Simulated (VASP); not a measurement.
Write the native input for VASP 6.6.1 that does the following.

```
Task                   : single point
Functional             : PBEsol
Potentials or basis    : VASP PAW PBE potentials, release 64 (Hf_pv, N)
Cutoff                 : 520 eV
k mesh                 : 16 × 16 × 16
Occupations            : gaussian, width 0.15 eV
Spin                   : no spin polarisation
Dipole correction      : no
Further INCAR settings : ALGO = Normal; EDIFF = 1e-06; NBANDS = 14
```

The structure of HfN lies in POSCAR:

```
HfN
1.0
    0.0000000000      2.4548220000      2.4548220000
    2.4548220000      0.0000000000      2.4548220000
    2.4548220000      2.4548220000      0.0000000000
Hf N
1 1
Direct
    0.0000000000      0.0000000000      0.0000000000
    0.6441643748      0.7852785417      0.7852785417
```

This cell differs from its parent crystal: all N atoms moved +0.300 Å, as atom 2 towards its neighbour atom 1 (Hf) at 2.126 Å.

These files were run (other wordings do the same):

INCAR

```
SYSTEM = HfN
PREC = Accurate ; ENCUT = 520
EDIFF = 1E-6 ; ISMEAR = 0
SIGMA = 0.15 ; LREAL = .FALSE.
LASPH = .TRUE. ; NELM = 60
ALGO = Normal ; ISIF = 2
LWAVE = .FALSE. ; LCHARG = .FALSE.
GGA = PS ; NBANDS = 14
```

KPOINTS

```
Automatic mesh
0
G
  16 16 16
  0 0 0
```

Potentials or basis: VASP PAW PBE potentials, release 64 (Hf_pv, N).

Run with:

```bash
$ cat potpaw_PBE.64/Hf_pv/POTCAR potpaw_PBE.64/N/POTCAR > POTCAR
$ mpirun -np 1 vasp_std > vasp.out
```

Results of the run:

```yaml
Pressure: 6.8 GPa
Largest_force: 6.230 eV/Å
```

Caveat: the cell differs from its parent crystal (all N atoms moved +0.300 Å, as atom 2 towards its neighbour atom 1 (Hf) at 2.126 Å); the PAW data sets were made with another functional, which shifts forces and pressure a little.

Run time: 120 s on 1 thread of Intel(R) Xeon(R) Platinum 8124M CPU @ 3.00GHz (Skylake/Cascade Lake) (shared host), peak memory 0.31 GiB.
